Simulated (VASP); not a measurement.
# Mg (P6_3/mmc) in VASP: single point with PBE

Aim: the single point of Mg with PBE.

Program: VASP 6.6.1. These are calculated values, not measurements. Logs are shortened: lines on timing, memory, paths and dates and some standing lists are left out, and cuts for length are marked.

## Step 1: The cell of the first run

Symmetry: P6_3/mmc, No. 194, hexagonal system. The conventional cell has a = 3.200 Å, b = 3.200 Å, c = 5.181 Å, α = 90.00°, β = 90.00°, γ = 120.00°. Mg (site symmetry -6m2) has 12 Mg at 3.18 to 3.20 Å within 4.2 Å.

## Step 2: Single point, PBE

Contents of INCAR:

```
ALGO = Normal
EDIFF = 1E-6
ENCUT = 520
GGA = PE
ISIF = 2
ISMEAR = -1
LASPH = True
LCHARG = False
LREAL = False
LWAVE = False
NBANDS = 12
NELM = 60
PREC = Accurate
SIGMA = 0.08
```

Contents of KPOINTS:

```
k-points
0
Gamma
  13 8 8
```

Contents of POSCAR:

```
Mg
1.0
   -1.5997790265      2.7708985547      0.0000000000
    0.0000000000      0.0000000000      5.1808918026
    4.7993370793      2.7708985547      0.0000000000
Mg
4
Direct
    0.5000000000      0.2500000000      0.1666666670
    0.0000000000      0.2500000000      0.6666666670
    0.0000000000      0.7500000000      0.3333333330
    0.5000000000      0.7500000000      0.8333333330
```

Potentials or basis: VASP PAW PBE potentials, release 64 (Mg).

Command:

```
cat potpaw_PBE.64/Mg/POTCAR > POTCAR
mpirun -np 1 vasp_std > vasp.out
```

OUTCAR:

```text
EDIFF = 1E-6
   ENCUT = 520
   GGA = PE
   ISIF = 2
   ISMEAR = -1
   LASPH = True
   LREAL = False
   NELM = 60
   PREC = Accurate

 ion  position               nearest neighbor table
   1  0.500  0.250  0.167-   3 3.18   3 3.18   3 3.18   3 3.18   4 3.18   4 3.18   2 3.20   2 3.20
                             2 3.20   2 3.20
   2  0.000  0.250  0.667-   4 3.18   4 3.18   4 3.18   4 3.18   3 3.18   3 3.18   1 3.20   1 3.20
                             1 3.20   1 3.20
   3  0.000  0.750  0.333-   1 3.18   1 3.18   1 3.18   1 3.18   2 3.18   2 3.18   4 3.20   4 3.20
                             4 3.20   4 3.20
   4  0.500  0.750  0.833-   2 3.18   2 3.18   2 3.18   2 3.18   1 3.18   1 3.18   3 3.20   3 3.20
                             3 3.20   3 3.20

  LATTYP: Found a simple orthorhombic cell.
 ALAT       =     3.1995580529
 B/A-ratio  =     1.6192523208
 C/A-ratio  =     1.7320508075

  Lattice vectors:

 A1 = (  -1.5997790265,   2.7708985547,   0.0000000000)
 A2 = (   0.0000000000,   0.0000000000,   5.1808918026)
 A3 = (   4.7993370793,   2.7708985547,   0.0000000000)

Analysis of symmetry for initial positions (statically):
=====================================================================
 Subroutine PRICEL returns following result:

  LATTYP: Found a hexagonal cell.
 ALAT       =     3.1995580529
 C/A-ratio  =     1.6192523208

  Lattice vectors:

 A1 = (   1.5997790264,   2.7708985547,   0.0000000000)
 A2 = (  -3.1995580529,   0.0000000000,   0.0000000000)
 A3 = (   0.0000000000,   0.0000000000,   5.1808918026)

   2 primitive cells build up your supercell.

 Routine SETGRP: Setting up the symmetry group for a
 simple orthorhombic supercell.

 Subroutine GETGRP returns: Found  8 space group operations
 (whereof  4 operations were pure point group operations)
 out of a pool of  8 trial point group operations.

The static configuration has the point symmetry C_2h.
 The point group associated with its full space group is D_2h.

Analysis of symmetry for dynamics (positions and initial velocities):
=====================================================================
 Subroutine PRICEL returns following result:

  LATTYP: Found a hexagonal cell.
 ALAT       =     3.1995580529
 C/A-ratio  =     1.6192523208

  Lattice vectors:

 A1 = (   1.5997790264,   2.7708985547,   0.0000000000)
 A2 = (  -3.1995580529,   0.0000000000,   0.0000000000)
 A3 = (   0.0000000000,   0.0000000000,   5.1808918026)

   2 primitive cells build up your supercell.

 Routine SETGRP: Setting up the symmetry group for a
 simple orthorhombic supercell.

 Subroutine GETGRP returns: Found  8 space group operations
 (whereof  4 operations were pure point group operations)
 out of a pool of  8 trial point group operations.

The dynamic configuration has the point symmetry C_2h.
 The point group associated with its full space group is D_2h.

 Subroutine INISYM returns: Found  8 space group operations
 (whereof  4 operations are pure point group operations),
 and found     2 'primitive' translations

----------------------------------------------------------------------------------------

                                     Primitive cell

  volume of cell :      45.9320

  direct lattice vectors                    reciprocal lattice vectors
     1.599779026  2.770898555  0.000000000     0.000000000  0.360893761  0.000000000
    -3.199558053  0.000000000  0.000000000    -0.312543165  0.180446880  0.000000000
     0.000000000  0.000000000  5.180891803     0.000000000  0.000000000  0.193016963

  length of vectors
     3.199558053  3.199558053  5.180891803     0.360893761  0.360893761  0.193016963

  position of ions in fractional coordinates (direct lattice)
     0.666666667  0.333333333  0.250000000
     0.333333333  0.666666667  0.750000000

  ion indices of the primitive-cell ions
   primitive index   ion index
                 1           1
                 2           4

----------------------------------------------------------------------------------------

 KPOINTS: k-points

Automatic generation of k-mesh.
 Grid dimensions read from file:
 generate k-points for:   13    8    8

 Generating k-lattice:

  Cartesian coordinates                     Fractional coordinates (reciprocal lattice)
    -0.012020891  0.020820794  0.000000000     0.076923077  0.000000000  0.000000000
     0.000000000  0.000000000  0.024127120     0.000000000  0.125000000  0.000000000
     0.019533948  0.011277930  0.000000000     0.000000000  0.000000000  0.125000000

  Length of vectors
     0.024041782  0.024127120  0.022555860

  Shift w.r.t. Gamma in fractional coordinates (k-lattice)
     0.000000000  0.000000000  0.000000000

 Subroutine IBZKPT returns following result:
 ===========================================

 Found    175 irreducible k-points:

 Following reciprocal coordinates:
            Coordinates               Weight
  0.000000  0.000000  0.000000      1.000000
  0.076923  0.000000  0.000000      2.000000
  0.153846  0.000000  0.000000      2.000000
  0.230769  0.000000 -0.000000      2.000000
  0.307692  0.000000  0.000000      2.000000
  0.384615  0.000000  0.000000      2.000000
[... 16 lines left out ...]
  0.076923  0.375000  0.000000      4.000000
  0.153846  0.375000  0.000000      4.000000
 [... further k-points ...]
   k-points           NKPTS =    175   k-points in BZ     NKDIM =    175   number of bands    NBANDS=     12
   number of dos      NEDOS =    301   number of ions     NIONS =      4
   total plane-waves  NPLWV =  40320
   dimension x,y,z NGX =    24 NGY =   40 NGZ =   42
   dimension x,y,z NGXF=    48 NGYF=   80 NGZF=   84
   ions per type =               4
   NGX,Y,Z   is equivalent  to a cutoff of  12.47, 12.84, 12.60 a.u.
   NGXF,Y,Z  is equivalent  to a cutoff of  24.94, 25.67, 25.20 a.u.
 SYSTEM =  unknown system
   PREC   = accura    normal or accurate (medium, high low for compatibility)
   ISTART =      0    job   : 0-new  1-cont  2-samecut
   ICHARG =      2    charge: 1-file 2-atom 10-const
   ISPIN  =      1    spin polarized calculation?
   LNONCOLLINEAR =      F non collinear calculations
   LSORBIT =      F    spin-orbit coupling
   LASPH  =      T    aspherical Exc in radial PAW
   ENCUT  =  520.0 eV  38.22 Ry    6.18 a.u.   5.95  9.63 10.30*2*pi/ulx,y,z
   NELM   =     60;   NELMIN=  2; NELMDL= -5     # of ELM steps
   EDIFF  = 0.1E-05   stopping-criterion for ELM
   LREAL  =      F    real-space projection
   EDIFFG = 0.1E-04   stopping-criterion for IOM
   NSW    =      0    number of steps for IOM
   IBRION =     -1    ionic relax: 0-MD 1-quasi-New 2-CG
   NFREE  =      0    steps in history (QN), initial steepest desc. (CG)
   ISIF   =      2    stress and relaxation
   ISYM   =      2    0-nonsym 1-usesym 2-fastsym
   POTIM  = 0.5000    time-step for ionic-motion
   TEBEG  =    0.0;   TEEND  =   0.0 temperature during run
   PSTRESS=    0.0 pullay stress
   NELECT =       8.0000    total number of electrons
   NUPDOWN=      -1.0000    fix difference up-down
   EMIN   =  10.00;   EMAX   =-10.00  energy-range for DOS
   EFERMI =   0.00;   METHOD = LEGACY
   ISMEAR =    -1;   SIGMA  =   0.08  broadening in eV -4-tet -1-fermi 0-gaus
   EFERMI_NEDOS =   21; number of points for ismear=-14 and -15
   IALGO  =     38    algorithm
   IMIX   =      4    mixing-type and parameters
     AMIX     =   0.40;   BMIX     =  1.00
     AMIX_MAG =   1.60;   BMIX_MAG =  1.00
  volume/ion in A,a.u.               =      22.97       154.98
  Fermi-wavevector in a.u.,A,eV,Ry     =   0.725643  1.371267  7.164257  0.526558
  Thomas-Fermi vector in A             =   1.816417
   LORBIT       =      0    0 simple, 1 ext, 2 COOP (PROOUT), +10 PAW based schemes
   GGA     = PE    functional components
   LHFCALC =     F    Hartree Fock is set to
   AEXX    =    0.0000 exact exchange contribution
   IVDW    =     0    specifies the selected vdW correction
   LEPSILON=     F    determine dielectric tensor
   LRPA    =     F    only Hartree local field effects (RPA)
 non-spin polarized calculation
  energy-cutoff  :      520.00
  volume of cell :       91.86
 maximum number of plane-waves:      2500
 NGX is ok and might be reduce to    24
   NGX = 11   NGY = 19   NGZ = 21

 number of electron       8.0000000 magnetization

 Free energy of the ion-electron system (eV)
  ---------------------------------------------------
  ext. energy  EPLUGINS =         0.00000000
  ---------------------------------------------------
  free energy    TOTEN  =        -6.03735282 eV

  energy without entropy =       -5.99826695  energy(sigma->0) =       -6.01780988

 E-fermi :   2.6592     XC(G=0):  -8.4898

 val. band max:        2.6574656754   @ k =   0.0000   0.3750   0.0000
 cond. band min:       2.6682011278   @ k =   0.4615   0.2500   0.3750
 fundamental gap:      0.0107354524
 Fermi energy:         2.6592408235

 k-point     1 :       0.0000    0.0000    0.0000
  band No.  band energies     occupation
      1      -4.2985      2.00000
      2       0.4837      2.00000
      3       0.4901      2.00000
      4       0.9622      2.00000
      5       1.4142      2.00000
      6       5.2955      0.00000
      7       5.6583      0.00000
      8       5.9285      0.00000
      9       6.3323      0.00000
     10       9.4812      0.00000
     11      10.8862      0.00000
     12      13.5521      0.00000

 k-point     2 :       0.0769    0.0000    0.0000
  band No.  band energies     occupation
      1      -4.2113      2.00000
      2       0.5653      2.00000
      3       0.5738      2.00000
      4       1.0418      2.00000
      5       1.4990      2.00000
      6       5.3735      0.00000
      7       5.7400      0.00000
      8       6.0030      0.00000
      9       6.1888      0.00000
     10       8.3978      0.00000
     11      11.9767      0.00000
     12      12.1622      0.00000
[... 316 lines left out ...]
 k-point    24 :       0.1538    0.3750    0.0000
  band No.  band energies     occupation
      1      -3.1652      2.00000
      2      -1.7857      2.00000
      3       1.5050      2.00000
      4       1.5300      2.00000
      5       2.9867      0.03280
      6       3.0006      0.02766
      7       6.1657      0.00000
      8       6.6245      0.00000
      9       7.8684      0.00000
     10       9.8238      0.00000
     11      10.8844      0.00000
     12      10.9931      0.00000

 [... further k-points ...]

------------------------ aborting loop because EDIFF is reached ----------------------------------------

  FORCE on cell =-STRESS in cart. coord.  units (eV):
  Direction    XX          YY          ZZ          XY          YZ          ZX
  --------------------------------------------------------------------------------------
  -------------------------------------------------------------------------------------
  Total        0.0198085     -0.0499917     -0.1768906      0.0604487      0.0000000      0.0000000
  in kB        0.3454755     -0.8718927     -3.0851073      1.0542718      0.0000000      0.0000000
  external PRESSURE =      -1.2038415 kB  Pullay stress =       0.0000000 kB

 VOLUME and BASIS-vectors are now :
 -----------------------------------------------------------------------------
  energy-cutoff  :      520.00
  volume of cell :       91.86
      direct lattice vectors                 reciprocal lattice vectors
    -1.599779027  2.770898555  0.000000000    -0.156271582  0.270670321  0.000000000
     0.000000000  0.000000000  5.180891803     0.000000000  0.000000000  0.193016963
     4.799337079  2.770898555  0.000000000     0.156271582  0.090223440  0.000000000

 POSITION                                       TOTAL-FORCE (eV/Angst)
 -----------------------------------------------------------------------------------
      0.00000      1.84727      1.29522        -0.000363     -0.000210     -0.000000
      3.19956      1.84727      1.29522        -0.000363     -0.000210     -0.000000
      1.59978      0.92363      3.88567         0.000363      0.000210      0.000000
      3.19956      3.69453      3.88567         0.000363      0.000210      0.000000
 -----------------------------------------------------------------------------------
    total drift:                               -0.000000     -0.000000      0.000000

  FREE ENERGIE OF THE ION-ELECTRON SYSTEM (eV)
  ---------------------------------------------------
  free  energy   TOTEN  =        -6.0373528157 eV

  energy  without entropy=       -5.9982669481  energy(sigma->0) =       -6.01780988
```

Wall time 56 s (1 thread of AMD EPYC 9R45 (Zen 5), shared host); peak memory 0.27 GiB.

Results:

```
Free energy            : -6.0374 eV
Pressure               : -0.1 GPa
Band gap on the k mesh : zero (bands 4 and 5 overlap by 2.00 eV)
```

Levels at points of the mesh, in eV from the Fermi level:
```tsv
k point	band 1	band 2	band 3	band 4	band 5	band 6	band 7	band 8	band 9
(0.00, 0.00, 0.00)	-6.96	-2.18	-2.17	-1.70	-1.25	2.64	3.00	3.27	3.67
(0.00, 0.50, 0.00)	-5.56	-5.56	-1.13	-1.13	-0.48	-0.48	5.04	5.04	8.00
(0.00, 0.00, 0.50)	-5.74	-5.74	-0.57	-0.57	-0.09	-0.09	3.76	3.76	7.85
(0.00, 0.50, 0.50)	-4.36	-4.36	-4.36	-4.36	4.77	4.77	4.77	4.77	6.31
```
